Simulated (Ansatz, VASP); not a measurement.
GeSb2Te4 in VASP and in Ansatz

```xyz
7
Lattice="-3.0072 3.0072 5.9442 3.0072 -3.0072 5.9442 3.0072 3.0072 -5.9442" Properties=species:S:1:pos:R:3 pbc="T T T"
Ge    0.0000    0.0000    0.0000
Sb    0.0000    0.0000    5.9442
Sb    3.0072    0.0000    2.9721
Te    0.0000    3.0072    0.0772
Te    0.0000    0.0000    2.9152
Te    0.0000    3.0072    5.8671
Te    0.0000    0.0000    8.9732
```

Alike in both runs: task single point; functional PBEsol; k mesh 4 × 4 × 4; occupations gaussian, width 0.1 eV; no spin polarisation.

|  | VASP | Ansatz |
| --- | --- | --- |
| version | VASP 6.6.1 | Ansatz 0.2.0 |
| potentials or method | VASP PAW PBE potentials, release 64 (Ge_d, Sb, Te), cutoff 520 eV | scalar-relativistic, plane waves, PAW |
| valence electrons in the cell | 48 | 108 |

VASP gave:

```
gap on the k mesh at the Fermi level (eV)                     : none
pressure (GPa)                                                : -0.2
traceless stress, the component that is largest in VASP (GPa) : -0.66
rms of the force components (eV/Å)                            : 0.038
```

Q: What did Ansatz give for the same quantities?

A: gap on the k mesh at the Fermi level (eV): none; pressure (GPa): -0.2; traceless stress, the component that is largest in VASP (GPa): -0.67; rms of the force components (eV/Å): 0.040.

VASP's potentials were made for PBE, not for PBEsol, and Ansatz warns of the same on its side. Atom by atom the forces differ by 0.002 eV/Å (rms over components). A gap of «none» marks a metal or a gap that the smearing closes. VASP's potentials hold 48 valence electrons a cell and Ansatz's 108, so a difference there can come from the potentials and not from the codes.

The k mesh is coarse, so the values compare programs but aren't converged. Spin-orbit coupling is off throughout.
